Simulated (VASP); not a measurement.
The system is BAs.

```
As B
1.0
     0.00000    2.35622    2.35622
     2.35622    0.00000    2.35622
     2.35622    2.35622    0.00000
As B
1 1
Direct
  0.75000 0.75000 0.75000
  0.00000 0.00000 0.00000
```

Base run:

```yaml
Program: VASP 6.6.1
Functional: PBE exchange alone
Potentials_or_basis: VASP PAW PBE potentials, release 64 (As, B)
Cutoff: 520 eV
k_mesh: 10 × 10 × 10
Occupations: fermi-dirac, width 0.05 eV
Spin: no spin polarisation
```

Its results: band gap on the k mesh 1.37 eV, indirect (least direct gap 3.41 eV); pressure 25.3 GPa.

**Question.** After a change of settings the same cell gave: band gap on the k mesh 1.15 eV, indirect (least direct gap 3.33 eV); pressure 3.5 GPa. Which change was it?
A. functional from PBE exchange alone to PBEsol; further incar settings from ALGO = Normal; EDIFF = 1e-07; NBANDS = 11 to ALGO = Normal; EDIFF = 1e-06; NBANDS = 11
B. functional from PBE exchange alone to revPBE; dispersion from none to D3(BJ)
C. functional from PBE exchange alone to PBE; further incar settings from ALGO = Normal; EDIFF = 1e-07; NBANDS = 11 to ALGO = Normal; EDIFF = 1e-06; NBANDS = 11
D. functional from PBE exchange alone to PBEsol

**Answer.** B.

Caveats: the PAW data sets were made with another functional, which shifts forces and pressure a little (some runs).
